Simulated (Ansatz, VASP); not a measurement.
**Two plane-wave programs on CuI**

The input POSCAR:

```
CuI
1.0
    0.0000000000      3.0315000000      3.0315000000
    3.0315000000      0.0000000000      3.0315000000
    3.0315000000      3.0315000000      0.0000000000
I Cu
1 1
Direct
    0.0000000000      0.0000000000      0.0000000000
    0.7500000000      0.7500000000      0.7500000000
```

File INCAR.step1:

```
PREC = Accurate
ENCUT = 520
EDIFF = 1E-5
ISMEAR = -1
SIGMA = 0.05
LREAL = F
LASPH = T
NELM = 100
ALGO = Normal
ISIF = 2
LWAVE = T
LCHARG = F
NBANDS = 16
GGA = PE
```

INCAR.step2

```
PREC = Accurate
ENCUT = 520
EDIFF = 1E-7
ISMEAR = -1
SIGMA = 0.05
LREAL = F
LASPH = T
NELM = 100
ALGO = Normal
ISIF = 2
LWAVE = F
LCHARG = F
GGA = PE
LHFCALC = T
AEXX = 0.1
HFSCREEN = 0.2078699
PRECFOCK = Normal
NBANDS = 16
ISTART = 1
```

KPOINTS

```
regular mesh
0
Gamma
  4 4 4
```

input.yaml

```yaml
crystal:
  lattice:
    - [0.0, 3.0315, 3.0315]
    - [3.0315, 0.0, 3.0315]
    - [3.0315, 3.0315, 0.0]
  atoms:
    - { symbol: I, position: [0.0, 0.0, 0.0] }
    - { symbol: Cu, position: [0.75, 0.75, 0.75] }
hamiltonian:
  xc:
    exchange: pbe
    correlation: pbe
    exx: { coeff: 0.1, omega: 0.2078699 }
  pseudopotentials: { kind: paw }
kpoints:
  mp_grid: { grid: [4, 4, 4] }
scf:
  occupations: { method: fermi_dirac, width: 0.05 }
output:
  forces: true
  stress: true
  eigenvalues: true
  write_density: true
  write_potential: true
  elf: true
  volumetric_format: npy
```

Alike in both runs: task single point; functional PBE-based screened hybrid with a share of 0.1 of exact exchange and HFSCREEN = 0.2078699; k mesh 4 × 4 × 4; occupations fermi-dirac, width 0.05 eV; no spin polarisation.

|  | VASP | Ansatz |
| --- | --- | --- |
| version | VASP 6.6.1 | Ansatz 0.2.0 |
| potentials or method | VASP PAW PBE potentials, release 64 (I, Cu) | Ansatz PAW |
| plane-wave cutoff (eV) | 520 | 420 |
| valence electrons in the cell | 18 | 36 |

```csv
,VASP,Ansatz,Ansatz less VASP
gap on the k mesh at the Fermi level (eV),1.72,1.73,+0.008
least direct gap on the mesh (eV),1.72,1.73,+0.008
pressure (GPa),0.5,0.6,+0.10
```

VASP's potentials were made for PBE, not for PBE-based screened hybrid. The functional is the same, so the differences come from potentials, cutoffs and numerics. VASP's potentials hold 18 valence electrons a cell and Ansatz's 36, so a difference there can come from the potentials and not from the codes.

The k mesh is coarse, so the values compare programs but aren't converged. Neither program's run includes spin-orbit coupling.
